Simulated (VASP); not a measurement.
# Y (Pm-3m) in VASP: a series of runs, part 2 of 2

VASP 6.6.1.

### 3 Single point, r2SCAN, collinear spin, ferromagnetic start (volume scaled by 0.92)

POSCAR reads:

```
Y
1.0
    3.2010539785      0.0000000000      0.0000000000
    0.0000000000      3.2010539785      0.0000000000
    0.0000000000      0.0000000000      3.2010539785
Y
1
Direct
    0.0000000000      0.0000000000      0.0000000000
```

INCAR.step1 reads:

```
PREC = Accurate
ENCUT = 520
ISMEAR = -1
SIGMA = 0.05
LREAL = False
LASPH = True
NELM = 150
ISPIN = 2
MAGMOM = 0.594
LMAXMIX = 4
NBANDS = 16
GGA = PE
ALGO = Normal
EDIFF = 1E-4
LWAVE = True
LCHARG = False
```

INCAR.step2 reads:

```
PREC = Accurate
ENCUT = 520
EDIFF = 1E-6
ISMEAR = -1
SIGMA = 0.05
LREAL = False
LASPH = True
NELM = 150
ALGO = Normal
ISIF = 2
LWAVE = False
LCHARG = True
ISPIN = 2
MAGMOM = 0.594
LORBIT = 11
LMAXMIX = 4
METAGGA = R2SCAN
LMIXTAU = True
LELF = True
LVHAR = True
NBANDS = 16
ISTART = 1
```

KPOINTS reads:

```
regular mesh
0
Gamma
  11 11 11
```

Potentials or basis: VASP PAW PBE potentials, release 64 (Y_sv).

Launch:

```
$ cat potpaw_PBE.64/Y_sv/POTCAR > POTCAR
$ cp INCAR.step1 INCAR
$ mpirun -np 1 vasp_std > vasp.out
$ cp INCAR.step2 INCAR
$ mpirun -np 1 vasp_std > vasp.out
```

OUTCAR:

```text
PREC = Accurate
   ENCUT = 520
   EDIFF = 1E-6
   ISMEAR = -1
   LREAL = False
   LASPH = True
   NELM = 150
   ISIF = 2
   ISPIN = 2
   LORBIT = 11
   METAGGA = R2SCAN
   ISTART = 1

 ion  position               nearest neighbor table
   1  0.000  0.000  0.000-

  LATTYP: Found a simple cubic cell.
 ALAT       =     3.2010539785

  Lattice vectors:

 A1 = (   3.2010539785,   0.0000000000,   0.0000000000)
 A2 = (   0.0000000000,   3.2010539785,   0.0000000000)
 A3 = (   0.0000000000,   0.0000000000,   3.2010539785)

Analysis of symmetry for initial positions (statically):
=====================================================================
 Subroutine PRICEL returns:
 Original cell was already a primitive cell.

 Routine SETGRP: Setting up the symmetry group for a
 simple cubic supercell.

 Subroutine GETGRP returns: Found 48 space group operations
 (whereof 48 operations were pure point group operations)
 out of a pool of 48 trial point group operations.

The static configuration has the point symmetry O_h .

Analysis of symmetry for dynamics (positions and initial velocities):
[... 636 lines left out ...]
 [... further k-points ...]

 spin component 2

 k-point     1 :       0.0000    0.0000    0.0000
  band No.  band energies     occupation
      1     -41.1190      1.00000
      2     -20.0415      1.00000
      3     -20.0415      1.00000
      4     -20.0415      1.00000
      5      -1.3352      1.00000
      6       3.3686      0.00359
[... 435 lines left out ...]
      5       0.3682      1.00000
      6       4.0615      0.00000
[... 8 lines left out ...]
     15      21.7108      0.00000
     16      22.3949      0.00000

 [... further k-points ...]

------------------------ aborting loop because EDIFF is reached ----------------------------------------

  FORCE on cell =-STRESS in cart. coord.  units (eV):
  Direction    XX          YY          ZZ          XY          YZ          ZX
  --------------------------------------------------------------------------------------
  -------------------------------------------------------------------------------------
  Total        0.4964696      0.4964696      0.4964696      0.0000000      0.0000000      0.0000000
  in kB       24.2506997     24.2506997     24.2506997      0.0000000      0.0000000      0.0000000
  external PRESSURE =      24.2506997 kB  Pullay stress =       0.0000000 kB

 VOLUME and BASIS-vectors are now :
 -----------------------------------------------------------------------------
  energy-cutoff  :      520.00
  volume of cell :       32.80
      direct lattice vectors                 reciprocal lattice vectors
     3.201053979  0.000000000  0.000000000     0.312397106  0.000000000  0.000000000
     0.000000000  3.201053979  0.000000000     0.000000000  0.312397106  0.000000000
     0.000000000  0.000000000  3.201053979     0.000000000  0.000000000  0.312397106

 POSITION                                       TOTAL-FORCE (eV/Angst)
 -----------------------------------------------------------------------------------
      0.00000      0.00000      0.00000         0.000000      0.000000      0.000000
 -----------------------------------------------------------------------------------
    total drift:                                0.000000     -0.000000      0.000000

  FREE ENERGIE OF THE ION-ELECTRON SYSTEM (eV)
  ---------------------------------------------------
  free  energy   TOTEN  =       -19.4877686265 eV

  energy  without entropy=      -19.4783414720  energy(sigma->0) =      -19.48305505

 total charge

# of ion       s       p       d       f       tot
--------------------------------------------------
    1        2.261   6.209   1.074   0.009   9.553

 magnetization (x)

# of ion       s       p       d       f       tot
--------------------------------------------------
    1        0.066   0.078   0.547   0.003   0.694
```

OUTCAR.step1:

```text
PREC = Accurate
   ENCUT = 520
   ISMEAR = -1
   LREAL = False
   LASPH = True
   NELM = 150
[... 1148 lines left out ...]
 POSITION                                       TOTAL-FORCE (eV/Angst)
 -----------------------------------------------------------------------------------
      0.00000      0.00000      0.00000         0.000000      0.000000      0.000000
 -----------------------------------------------------------------------------------
    total drift:                                0.000000      0.000000      0.000000

  FREE ENERGIE OF THE ION-ELECTRON SYSTEM (eV)
  ---------------------------------------------------
  free  energy   TOTEN  =        -5.6493261763 eV

  energy  without entropy=       -5.6363610149  energy(sigma->0) =       -5.64284360
```

OSZICAR.step1:

```text
N       E                     dE             d eps       ncg     rms          rms(c)
DAV:   1     0.301445771118E+02    0.30145E+02   -0.51766E+03  3600   0.620E+02
DAV:   2    -0.461448005831E+01   -0.34759E+02   -0.33279E+02  4864   0.149E+02
DAV:   3    -0.578553546994E+01   -0.11711E+01   -0.11503E+01  4288   0.180E+01
DAV:   4    -0.580430803744E+01   -0.18773E-01   -0.18753E-01  4344   0.226E+00
DAV:   5    -0.580460218109E+01   -0.29414E-03   -0.29413E-03  4384   0.224E-01    0.196E+01
DAV:   6    -0.566536656043E+01    0.13924E+00   -0.17861E-01  3944   0.228E+00    0.118E+01
DAV:   7    -0.563558200525E+01    0.29785E-01   -0.17292E-01  4792   0.233E+00    0.378E+00
DAV:   8    -0.564890489000E+01   -0.13323E-01   -0.20570E-02  4128   0.816E-01    0.867E-01
DAV:   9    -0.564845861923E+01    0.44627E-03   -0.10106E-02  4120   0.570E-01    0.373E-01
DAV:  10    -0.564930682480E+01   -0.84821E-03   -0.19639E-03  4456   0.281E-01    0.161E-01
DAV:  11    -0.564932617628E+01   -0.19351E-04   -0.14943E-04  3488   0.737E-02
   1 F= -.56493262E+01 E0= -.56428436E+01  d E =-.129652E-01  mag=     0.6308
```

Run time: 1.7 min. Hardware: 1 thread of Intel Xeon Platinum 8259CL at 2.50GHz (Skylake/Cascade Lake), shared host; peak memory 0.19 GiB.

What came out:

```
Free energy                                           : -19.4878 eV
Pressure                                              : 2.4 GPa
Net moment                                            : 0.91 μB per cell
Site moments                                          : Y +0.69 μB
Valence electrons inside the program's atomic spheres : Y 9.55
```

Caveat: the PAW data sets were made with another functional, which shifts forces and pressure a little.
